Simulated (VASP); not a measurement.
**TePb (zincblende type): relaxation of cell and atoms with PBE**

Crystal: TePb (zincblende type).

```
Pb Te
1.0
     0.00000    3.21951    3.21951
     3.21951    0.00000    3.21951
     3.21951    3.21951    0.00000
Pb Te
1 1
Direct
  0.00000 0.00000 0.00000
  0.25000 0.25000 0.25000
```

```json
{"Program": "VASP 6.6.1", "Task": "relaxation of cell and atoms", "Functional": "PBE", "Potentials or basis": "VASP PAW PBE potentials, release 64 (Pb_d, Te)", "Cutoff": "600 eV", "k mesh": "10 × 10 × 10", "Occupations": "fermi-dirac, width 0.05 eV", "Spin": "no spin polarisation", "Dipole correction": "no", "Further INCAR settings": "ALGO = Normal; EDIFF = 1e-06; IBRION = 2; EDIFFG = -0.005; NSW = 100; ISIF = 3"}
```

```yaml
Relaxed_volume: 49.32 Å³/atom
Relaxed_cell: a = 5.186 Å, b = 5.186 Å, c = 5.186 Å, α = 60.00°, β = 60.00°, γ = 60.00°
Space_group_after_relaxing_to_0.1_Å: F-43m (No. 216)
Energy_gained_by_relaxing: 755.0 meV/atom
Ionic_steps: 5
Pressure_after_relaxing: 0.0 GPa
Band_gap_on_the_k_mesh: 0.69 eV (least direct gap 1.20 eV)
```

Step by step:
```tsv
step	energy change (eV)	largest force (eV/Å)	pressure (GPa)	volume (Å³)
1	0.0000	0.0000	20.89	66.74
2	-1.2949	0.0000	-3.01	118.20
3	-1.5096	0.0000	0.19	97.87
4	-1.5100	0.0000	-0.05	98.82
5	-1.5100	0.0000	0.00	98.63
```

Final structure:
```
Pb Te
1.0
     0.00000    3.66715    3.66715
     3.66715    0.00000    3.66715
     3.66715    3.66715    0.00000
Pb Te
1 1
Direct
  0.00000 0.00000 0.00000
  0.25000 0.25000 0.25000
```

Levels at points of the mesh, in eV from the valence-band top:
```
           k point  band 8  band 9  band 10  band 11  band 12  band 13
(0.00, 0.00, 0.00)   -1.34   -1.34    -1.34     1.60     1.60     1.60
(0.50, 0.00, 0.00)   -1.88   -1.88    -1.82     2.40     2.40     3.71
(0.50, 0.50, 0.00)   -2.53   -2.53    -0.51     0.69     4.38     4.38
```

Run time: 76 s on 1 thread of Intel(R) Xeon(R) 6975P-C (Granite Rapids), with other jobs on the host, peak memory 0.25 GiB.

Caveat: the volume moved by over 15 % at a fixed basis, so the end points are rough; spin-orbit coupling is left out, which moves the levels of the heavy elements. A k mesh can miss the band edges.
